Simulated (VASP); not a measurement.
# LiH (Fm-3m) in VASP: settings compared

LiH is run at these levels: HSE06, LDA; tasks: single point.

Program: VASP 6.6.1. These are calculated values, not measurements. Logs are shortened: lines on timing, memory, paths and dates and some standing lists are left out, and cuts for length are marked.

## (1) The cell of the first run

It takes space group Fm-3m (No. 225, cubic). The conventional cell has a = 4.074 Å, b = 4.074 Å, c = 4.074 Å, α = 90.00°, β = 90.00°, γ = 90.00°. Li (site symmetry m-3m) has 6 H at 2.04 Å within 2.7 Å. Within 2.7 Å of H (site symmetry m-3m) lie 6 Li at 2.04 Å.

## (2) Single point, HSE06

The input, POSCAR:

```
LiH
1.0
    0.0000000000      2.0367500000      2.0367500000
    2.0367500000      0.0000000000      2.0367500000
    2.0367500000      2.0367500000      0.0000000000
Li H
1 1
Direct
    0.0000000000      0.0000000000      0.0000000000
    0.5000000000      0.5000000000      0.5000000000
```

The input, INCAR.step1:

```
PREC     = Accurate       # precision mode
ENCUT    = 520            # plane-wave cutoff, eV
EDIFF    = 1E-5           # SCF threshold, eV
ISMEAR   = -1             # smearing method
SIGMA    = 0.05           # smearing width, eV
LREAL    = False          # projectors in reciprocal space
LASPH    = True           # aspherical terms in the spheres
NELM     = 60             # most SCF steps
ALGO     = Normal         # electronic algorithm
ISIF     = 2              # what is computed and relaxed
LWAVE    = True           # write WAVECAR
LCHARG   = False          # write CHGCAR
NBANDS   = 9              # bands
GGA      = PE             # functional
```

The input, INCAR.step2:

```
PREC     = Accurate       # precision mode
ENCUT    = 520            # plane-wave cutoff, eV
EDIFF    = 1E-7           # SCF threshold, eV
ISMEAR   = -1             # smearing method
SIGMA    = 0.05           # smearing width, eV
LREAL    = False          # projectors in reciprocal space
LASPH    = True           # aspherical terms in the spheres
NELM     = 60             # most SCF steps
ALGO     = Normal         # electronic algorithm
ISIF     = 2              # what is computed and relaxed
LWAVE    = False          # write WAVECAR
LCHARG   = False          # write CHGCAR
GGA      = PE             # functional
LHFCALC  = True           # exact exchange
HFSCREEN = 0.2079         # screening, 1/A
PRECFOCK = Normal       
NBANDS   = 9              # bands
ISTART   = 1
```

The input, KPOINTS:

```
regular mesh
0
Gamma
  8 8 8
```

Potentials or basis: VASP PAW PBE potentials, release 64 (Li_sv, H).

Started as:

```console
cat potpaw_PBE.64/Li_sv/POTCAR potpaw_PBE.64/H/POTCAR > POTCAR
cp INCAR.step1 INCAR
mpirun -np 1 vasp_std > vasp.out
cp INCAR.step2 INCAR
mpirun -np 1 vasp_std > vasp.out
```

OUTCAR:

```text
PREC = Accurate
   ENCUT = 520
   EDIFF = 1E-7
   ISMEAR = -1
   LREAL = False
   LASPH = True
   NELM = 60
   ISIF = 2
   GGA = PE
   LHFCALC = True
   HFSCREEN = 0.2079
   PRECFOCK = Normal
   ISTART = 1

 ion  position               nearest neighbor table
   1  0.000  0.000  0.000-
   2  0.500  0.500  0.500-

  LATTYP: Found a face centered cubic cell.
 ALAT       =     4.0735000000

  Lattice vectors:

 A1 = (   0.0000000000,   2.0367500000,   2.0367500000)
 A2 = (   2.0367500000,   0.0000000000,   2.0367500000)
 A3 = (   2.0367500000,   2.0367500000,   0.0000000000)

Analysis of symmetry for initial positions (statically):
=====================================================================
 Subroutine PRICEL returns:
 Original cell was already a primitive cell.

 Routine SETGRP: Setting up the symmetry group for a
 face centered cubic supercell.

 Subroutine GETGRP returns: Found 48 space group operations
 (whereof 48 operations were pure point group operations)
 out of a pool of 48 trial point group operations.

The static configuration has the point symmetry O_h .

Analysis of symmetry for dynamics (positions and initial velocities):
=====================================================================
 Subroutine PRICEL returns:
 Original cell was already a primitive cell.

 Routine SETGRP: Setting up the symmetry group for a
 face centered cubic supercell.

 Subroutine GETGRP returns: Found 48 space group operations
 (whereof 48 operations were pure point group operations)
 out of a pool of 48 trial point group operations.

The dynamic configuration has the point symmetry O_h .

 Subroutine INISYM returns: Found 48 space group operations
 (whereof 48 operations are pure point group operations),
 and found     1 'primitive' translations

----------------------------------------------------------------------------------------

                                     Primitive cell

  volume of cell :      16.8983

  direct lattice vectors                    reciprocal lattice vectors
     0.000000000  2.036750000  2.036750000    -0.245489137  0.245489137  0.245489137
     2.036750000  0.000000000  2.036750000     0.245489137 -0.245489137  0.245489137
     2.036750000  2.036750000  0.000000000     0.245489137  0.245489137 -0.245489137

  length of vectors
     2.880399473  2.880399473  2.880399473     0.425199658  0.425199658  0.425199658

  position of ions in fractional coordinates (direct lattice)
     0.000000000  0.000000000  0.000000000
     0.500000000  0.500000000  0.500000000

  ion indices of the primitive-cell ions
   primitive index   ion index
                 1           1
                 2           2

----------------------------------------------------------------------------------------

 KPOINTS: regular mesh

Automatic generation of k-mesh.
 Grid dimensions read from file:
 generate k-points for:    8    8    8

 Generating k-lattice:

  Cartesian coordinates                     Fractional coordinates (reciprocal lattice)
    -0.030686142  0.030686142  0.030686142     0.125000000  0.000000000  0.000000000
     0.030686142 -0.030686142  0.030686142     0.000000000  0.125000000  0.000000000
     0.030686142  0.030686142 -0.030686142     0.000000000  0.000000000  0.125000000

  Length of vectors
     0.053149957  0.053149957  0.053149957

  Shift w.r.t. Gamma in fractional coordinates (k-lattice)
     0.000000000  0.000000000  0.000000000

 Subroutine IBZKPT returns following result:
 ===========================================

 Found     29 irreducible k-points:

 Following reciprocal coordinates:
            Coordinates               Weight
  0.000000  0.000000  0.000000      1.000000
  0.125000  0.000000  0.000000      8.000000
  0.250000  0.000000  0.000000      8.000000
  0.375000  0.000000  0.000000      8.000000
  0.500000  0.000000  0.000000      4.000000
  0.125000  0.125000  0.000000      6.000000
[... 16 lines left out ...]
  0.500000  0.250000  0.125000     48.000000
 -0.375000  0.250000  0.125000     24.000000
 [... further k-points ...]
[... 42 lines left out ...]
 cond. band min:       3.1808546042   @ k =   0.5000   0.5000   0.0000
 fundamental gap:      3.9954545464
 Fermi energy:         0.2558677261

 k-point     1 :       0.0000    0.0000    0.0000
  band No.  band energies     occupation
      1     -48.1535      2.00000
      2      -6.6845      2.00000
      3      16.4795      0.00000
      4      18.1472      0.00000
      5      18.1472      0.00000
      6      18.1472      0.00000
      7      22.6588      0.00000
      8      22.6588      0.00000
      9      22.6588      0.00000

 k-point     2 :       0.1250    0.0000    0.0000
  band No.  band energies     occupation
      1     -48.1473      2.00000
      2      -6.3728      2.00000
      3      14.1607      0.00000
      4      16.8798      0.00000
      5      17.5897      0.00000
      6      17.5897      0.00000
      7      22.1881      0.00000
      8      23.8266      0.00000
      9      23.8266      0.00000

 k-point     3 :       0.2500    0.0000    0.0000
  band No.  band energies     occupation
      1     -48.1322      2.00000
      2      -5.4808      2.00000
      3       9.9468      0.00000
      4      15.4061      0.00000
      5      16.8931      0.00000
      6      16.8931      0.00000
      7      22.3162      0.00000
      8      22.3162      0.00000
      9      23.6060      0.00000

 k-point     4 :       0.3750    0.0000    0.0000
  band No.  band energies     occupation
      1     -48.1169      2.00000
      2      -4.2510      2.00000
      3       6.4901      0.00000
      4      14.3731      0.00000
      5      16.6773      0.00000
      6      16.6773      0.00000
      7      20.1749      0.00000
      8      20.1750      0.00000
      9      25.7682      0.00000
[... 205 lines left out ...]
 k-point    22 :       0.3750    0.2500    0.1250
  band No.  band energies     occupation
      1     -48.1215      2.00000
      2      -4.6192      2.00000
      3       9.8095      0.00000
      4      10.6005      0.00000
      5      14.5029      0.00000
      6      17.8841      0.00000
      7      20.2347      0.00000
      8      24.0174      0.00000
      9      27.7043      0.00000

 k-point    23 :       0.5000    0.2500    0.1250
  band No.  band energies     occupation
      1     -48.1096      2.00000
      2      -3.3294      2.00000
      3       6.7465      0.00000
      4       9.4118      0.00000
      5      13.7917      0.00000
      6      17.0954      0.00000
      7      22.4093      0.00000
      8      24.4862      0.00000
      9      27.2037      0.00000

 k-point    24 :      -0.3750    0.2500    0.1250
  band No.  band energies     occupation
      1     -48.1046      2.00000
      2      -2.5603      2.00000
      3       5.2498      0.00000
      4       9.1192      0.00000
      5      13.5235      0.00000
      6      16.7070      0.00000
      7      23.1796      0.00000
      8      26.2017      0.00000
      9      27.3160      0.00000

 [... further k-points ...]

------------------------ aborting loop because EDIFF is reached ----------------------------------------

  FORCE on cell =-STRESS in cart. coord.  units (eV):
  Direction    XX          YY          ZZ          XY          YZ          ZX
  --------------------------------------------------------------------------------------
  -------------------------------------------------------------------------------------
  Total       -0.2417791     -0.2417791     -0.2417791      0.0000000      0.0000000     -0.0000000
  in kB      -22.9237736    -22.9237736    -22.9237736      0.0000000      0.0000000     -0.0000000
  external PRESSURE =     -22.9237736 kB  Pullay stress =       0.0000000 kB

 VOLUME and BASIS-vectors are now :
 -----------------------------------------------------------------------------
  energy-cutoff  :      520.00
  volume of cell :       16.90
      direct lattice vectors                 reciprocal lattice vectors
     0.000000000  2.036750000  2.036750000    -0.245489137  0.245489137  0.245489137
     2.036750000  0.000000000  2.036750000     0.245489137 -0.245489137  0.245489137
     2.036750000  2.036750000  0.000000000     0.245489137  0.245489137 -0.245489137

 POSITION                                       TOTAL-FORCE (eV/Angst)
 -----------------------------------------------------------------------------------
      0.00000      0.00000      0.00000         0.000000      0.000000      0.000000
      2.03675      2.03675      2.03675        -0.000000     -0.000000     -0.000000
 -----------------------------------------------------------------------------------
    total drift:                                0.000001      0.000001      0.000001

  FREE ENERGIE OF THE ION-ELECTRON SYSTEM (eV)
  ---------------------------------------------------
  free  energy   TOTEN  =        -6.7798148456 eV

  energy  without entropy=       -6.7798148456  energy(sigma->0) =       -6.77981485
```

It took 8.2 min on 1 thread of AMD EPYC 7R13 (Zen 3), shared host; peak memory 0.22 GiB.

What came out:

* Free energy: -6.7798 eV
* Band gap on the k mesh: 4.00 eV

Caveat: the cutoff is under 1.25 times the usual one of these potentials, so pressure, stress and relaxed cells hold a basis-set (Pulay) error; the PAW data sets were made with another functional, which shifts forces and pressure a little.

## (3) Single point, LDA

This run uses another cell than the first one, of 7.94 Å³/atom.

The input, INCAR:

```
SYSTEM = LiH
PREC = Accurate
ENCUT = 520
EDIFF = 1E-6
ISMEAR = -1
SIGMA = 0.05
LREAL = .FALSE.
LASPH = .TRUE.
NELM = 100
ALGO = Normal
ISIF = 2
LWAVE = .FALSE.
LCHARG = .FALSE.
NBANDS = 9
```

The input, KPOINTS:

```
Automatic mesh
0
G
  11 11 11
  0 0 0
```

The input, POSCAR:

```
LiH
1.0
    0.0000000000      1.9951720069      1.9951720069
    1.9951720069      0.0000000000      1.9951720069
    1.9951720069      1.9951720069      0.0000000000
Li H
1 1
Direct
    0.0000000000      0.0000000000      0.0000000000
    0.5000000000      0.5000000000      0.5000000000
```

Potentials or basis: VASP PAW LDA potentials, release 64 (Li_sv, H).

Started as:

```console
cat potpaw_LDA.64/Li_sv/POTCAR potpaw_LDA.64/H/POTCAR > POTCAR
mpirun -np 1 vasp_std > vasp.out
```

Run time: 10 s. Hardware: 1 thread of Intel Xeon 8259CL, shared host; peak memory 0.12 GiB.

Results (log left out):

| Property | Result |
| --- | --- |
| Free energy | -6.4895 eV |
| Band gap on the k mesh | 2.80 eV |

Levels at points of the mesh, in eV from the valence-band top:
```
           k point  band 1  band 2  band 3  band 4  band 5  band 6
(0.00, 0.00, 0.00)  -43.41   -5.56   16.36   17.59   17.59   17.59
```

Caveat: the cutoff is under 1.25 times the usual one of these potentials, so pressure, stress and relaxed cells hold a basis-set (Pulay) error; an odd mesh through Γ misses points on the zone boundary, where band edges can lie. A hybrid or GW would open this gap; LDA tends to underestimate it.

## (4) Single point, LDA

This run uses another cell than the first one, of 8.11 Å³/atom.

The input, INCAR:

```
PREC     = Accurate       # precision mode
ENCUT    = 520            # plane-wave cutoff, eV
EDIFF    = 1E-7           # SCF threshold, eV
ISMEAR   = -1             # smearing method
SIGMA    = 0.05           # smearing width, eV
LREAL    = F              # projectors in reciprocal space
LASPH    = T              # aspherical terms in the spheres
NELM     = 60             # most SCF steps
ALGO     = Normal         # electronic algorithm
ISIF     = 2              # what is computed and relaxed
LWAVE    = F              # write WAVECAR
LCHARG   = F              # write CHGCAR
NBANDS   = 9              # bands
```

The input, KPOINTS:

```
Automatic mesh
0
Gamma
  11 11 11
```

The input, POSCAR:

```
LiH
1.0
    0.0000000000      2.0092229770      2.0092229770
    2.0092229770      0.0000000000      2.0092229770
    2.0092229770      2.0092229770      0.0000000000
Li H
1 1
Direct
    0.0000000000      0.0000000000      0.0000000000
    0.5000000000      0.5000000000      0.5000000000
```

Started as:

```console
cat potpaw_LDA.64/Li_sv/POTCAR potpaw_LDA.64/H/POTCAR > POTCAR
mpirun -np 1 vasp_std > vasp.out
```

Wall time 9 s (1 thread of Intel Xeon 8259CL, shared host); peak memory 0.12 GiB.

The run converged. Its results:

```yaml
Free_energy: -6.4841 eV
Band_gap_on_the_k_mesh: 2.81 eV
```

Levels at points of the mesh, in eV from the valence-band top:
| k point | band 1 | band 2 | band 3 | band 4 | band 5 |
| --- | --- | --- | --- | --- | --- |
| (0.00, 0.00, 0.00) | -43.42 | -5.48 | 16.08 | 17.38 | 17.38 |

Caveat: the cutoff is under 1.25 times the usual one of these potentials, so pressure, stress and relaxed cells hold a basis-set (Pulay) error; an odd mesh through Γ misses points on the zone boundary, where band edges can lie. A hybrid or GW would open this gap; LDA tends to underestimate it.

## (5) Single point, LDA

This run uses another cell than the first one, of 8.28 Å³/atom.

The input, INCAR:

```
PREC     = Accurate       # precision mode
ENCUT    = 520            # plane-wave cutoff, eV
EDIFF    = 1E-6           # SCF threshold, eV
ISMEAR   = -1             # smearing method
SIGMA    = 0.05           # smearing width, eV
LREAL    = False          # projectors in reciprocal space
LASPH    = True           # aspherical terms in the spheres
NELM     = 80             # most SCF steps
ALGO     = Normal         # electronic algorithm
ISIF     = 2              # what is computed and relaxed
LWAVE    = False          # write WAVECAR
LCHARG   = False          # write CHGCAR
GGA      = CA             # functional
NBANDS   = 9              # bands
```

The input, KPOINTS:

```
regular mesh
0
Gamma
  11 11 11
```

The input, POSCAR:

```
LiH
1.0
    0.0000000000      2.0230801250      2.0230801250
    2.0230801250      0.0000000000      2.0230801250
    2.0230801250      2.0230801250      0.0000000000
Li H
1 1
Direct
    0.0000000000      0.0000000000      0.0000000000
    0.5000000000      0.5000000000      0.5000000000
```

Started as:

```console
cat potpaw_LDA.64/Li_sv/POTCAR potpaw_LDA.64/H/POTCAR > POTCAR
mpirun -np 1 vasp_std > vasp.out
```

Run time: 6.4 s. Hardware: 1 thread of Intel Xeon 8259CL, shared host; peak memory 0.12 GiB.

Results (log left out):

```yaml
Free_energy: -6.4774 eV
Band_gap_on_the_k_mesh: 2.83 eV
```

Levels at points of the mesh, in eV from the valence-band top:
| k point | band 1 | band 2 | band 3 | band 4 | band 5 | band 6 |
| --- | --- | --- | --- | --- | --- | --- |
| (0.00, 0.00, 0.00) | -43.44 | -5.41 | 15.81 | 17.17 | 17.17 | 17.17 |

Caveat: the cutoff is under 1.25 times the usual one of these potentials, so pressure, stress and relaxed cells hold a basis-set (Pulay) error; an odd mesh through Γ misses points on the zone boundary, where band edges can lie.

## (6) Single point, LDA

The input, INCAR:

```
SYSTEM = LiH
PREC = Accurate
ENCUT = 520
EDIFF = 1E-6
ISMEAR = -1
SIGMA = 0.05
LREAL = .FALSE.
LASPH = .TRUE.
NELM = 100
ALGO = Normal
ISIF = 2
LWAVE = .FALSE.
LCHARG = .TRUE.
GGA = CA
LELF = .TRUE.
LVHAR = .TRUE.
NBANDS = 9
```

The input, KPOINTS:

```
regular mesh
0
G
  11 11 11
  0 0 0
```

The input, POSCAR:

```
LiH
1.0
    0.0000000000      2.0367500000      2.0367500000
    2.0367500000      0.0000000000      2.0367500000
    2.0367500000      2.0367500000      0.0000000000
Li H
1 1
Direct
    0.0000000000      0.0000000000      0.0000000000
    0.5000000000      0.5000000000      0.5000000000
```

Potentials or basis: VASP PAW LDA potentials, release 64 (Li_sv, H).

Started as:

```console
cat potpaw_LDA.64/Li_sv/POTCAR potpaw_LDA.64/H/POTCAR > POTCAR
mpirun -np 1 vasp_std > vasp.out
```

Wall time 10 s (1 thread of Intel Xeon 8259CL, shared host); peak memory 0.12 GiB.

The run converged. Its results:

```
Free energy            : -6.4694 eV
Band gap on the k mesh : 2.84 eV
```

Levels at points of the mesh, in eV from the valence-band top:
| k point | band 1 | band 2 | band 3 | band 4 | band 5 | band 6 |
| --- | --- | --- | --- | --- | --- | --- |
| (0.00, 0.00, 0.00) | -43.46 | -5.33 | 15.55 | 16.97 | 16.97 | 16.97 |

Caveat: the cutoff is under 1.25 times the usual one of these potentials, so pressure, stress and relaxed cells hold a basis-set (Pulay) error; an odd mesh through Γ misses points on the zone boundary, where band edges can lie.

## (7) Overview

| level | potentials or basis | cell | k mesh | grid for exact exchange (PRECFOCK) | share of exact exchange | screening parameter | gap on the mesh (eV) |
| --- | --- | --- | --- | --- | --- | --- | --- |
| HSE06 | VASP PAW PBE potentials, release 64 (Li_sv, H) | a = 2.880 Å, angles 60.0°, 2 atoms | 8 × 8 × 8 | Normal | 0.25 | 0.2079 1/Å | 4.00 |
| LDA | VASP PAW LDA potentials, release 64 (Li_sv, H) | a = 2.822 Å, angles 60.0°, 2 atoms | 11 × 11 × 11 | - | - | - | 2.80 |
| LDA | VASP PAW LDA potentials, release 64 (Li_sv, H) | a = 2.841 Å, angles 60.0°, 2 atoms | 11 × 11 × 11 | - | - | - | 2.81 |
| LDA | VASP PAW LDA potentials, release 64 (Li_sv, H) | a = 2.861 Å, angles 60.0°, 2 atoms | 11 × 11 × 11 | - | - | - | 2.83 |
| LDA | VASP PAW LDA potentials, release 64 (Li_sv, H) | a = 2.880 Å, angles 60.0°, 2 atoms | 11 × 11 × 11 | - | - | - | 2.84 |

Alike in all rows: task single point; no spin polarisation; cutoff (eV) 520; smearing fermi-dirac 0.05 eV.

Caveats: the cutoff is under 1.25 times the usual one of these potentials, so pressure, stress and relaxed cells hold a basis-set (Pulay) error; an odd mesh through Γ misses points on the zone boundary, where band edges can lie (at least some runs); the PAW data sets were made with another functional, which shifts forces and pressure a little (at least some runs).

Total energies depend on the potentials used, so only differences within one code and one set of settings carry meaning.
